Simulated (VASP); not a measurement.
Write the native input for VASP 6.6.1 that does the following.

```
Task                   : single point
Functional             : PBE
Potentials or basis    : VASP PAW PBE potentials, release 64 (Mg, I)
Cutoff                 : 520 eV
k mesh                 : 6 × 6 × 4
Occupations            : gaussian, width 0.05 eV
Spin                   : no spin polarisation
Dipole correction      : no
Further INCAR settings : ALGO = Normal; EDIFF = 1e-07; NBANDS = 15
```

The structure of MgI2 lies in POSCAR:

```
MgI2
1.0
    4.2516112781      0.0000000000      0.0000000000
   -2.1258056391      3.6820033739      0.0000000000
    0.0000000000      0.0000000000      7.8941785324
Mg I
1 2
Direct
    0.0000000000      0.0000000000      0.0000000000
    0.3333333333      0.6666666667      0.7820264016
    0.6666666667      0.3333333333      0.2179735984
```

The input as run:

INCAR

```
SYSTEM = MgI2
  PREC = Accurate
  ENCUT = 520
  EDIFF = 1E-7
  ISMEAR = 0
  SIGMA = 0.05
  LREAL = .False.
  LASPH = .True.
  NELM = 60
  ALGO = Normal
  ISIF = 2
  LWAVE = .False.
  LCHARG = .False.
  GGA = PE
  NBANDS = 15
```

KPOINTS

```
regular mesh
0
Gamma
  6 6 4
  0 0 0
```

Potentials or basis: VASP PAW PBE potentials, release 64 (Mg, I).

The run is started by

```sh
$ cat potpaw_PBE.64/Mg/POTCAR potpaw_PBE.64/I/POTCAR > POTCAR
$ mpirun -np 1 vasp_std > vasp.out
```

It gave:

```yaml
Pressure: -1.1 GPa
Largest_force: 0.287 eV/Å
Band_gap_on_the_k_mesh: 3.50 eV, indirect (least direct gap 3.52 eV)
```

Caveat: spin-orbit coupling is left out, which moves the levels of the heavy elements; this functional lacks dispersion, which binds the layers, so the pressure and a relaxed spacing across them are unreliable.

Run time: 22 s on 1 thread of AMD EPYC 9R45 96-Core Processor (Zen 5), on a shared host, peak memory 0.22 GiB.
